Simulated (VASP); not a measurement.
A run of VASP 6.6.1 is set up as follows.

INCAR

```
ALGO = Normal
EDIFF = 1E-6
ENCUT = 520
GGA = PE
ISIF = 2
ISMEAR = 0
LASPH = T
LCHARG = T
LELF = T
LREAL = F
LVHAR = T
LWAVE = F
NBANDS = 35
NELM = 80
PREC = Accurate
SIGMA = 0.05
```

The input KPOINTS:

```
k-points
0
Gamma
  12 12 2
```

File POSCAR:

```
Te2Mo
1.0
    3.3792131114      0.0000000000      0.0000000000
   -1.6896065557      2.9264843993      0.0000000000
    0.0000000000      0.0000000000     15.9649545909
Te Mo
4 2
Direct
    0.3333333333      0.6666666667      0.6310943552
    0.6666666667      0.3333333333      0.1310943552
    0.3333333333      0.6666666667      0.8689056448
    0.6666666667      0.3333333333      0.3689056448
    0.3333333333      0.6666666667      0.2500000000
    0.6666666667      0.3333333333      0.7500000000
```

Potentials or basis: VASP PAW PBE potentials, release 64 (Te, Mo_sv).

The run is started by

```sh
$ cat potpaw_PBE.64/Te/POTCAR potpaw_PBE.64/Mo_sv/POTCAR > POTCAR
$ mpirun -np 1 vasp_std > vasp.out
```

(1) Predict the largest force.

(2) Predict the pressure.

(3) Estimate the band gap on the k mesh.

## Answers

(1) 0.246 eV/Å.

(2) 4.1 GPa.

(3) 0.63 eV (least direct gap 1.07 eV).

Caveat: the cell differs from its parent crystal (strain -0.050 along x and y, +0.050 along z); the stress differs along the axes, from -2 to 7 GPa; semilocal functionals underestimate gaps, and a narrow one can read as zero; spin-orbit coupling is left out, which moves the levels of the heavy elements; this functional lacks dispersion, which binds layers or chains, so the pressure and a relaxed spacing across them are unreliable.
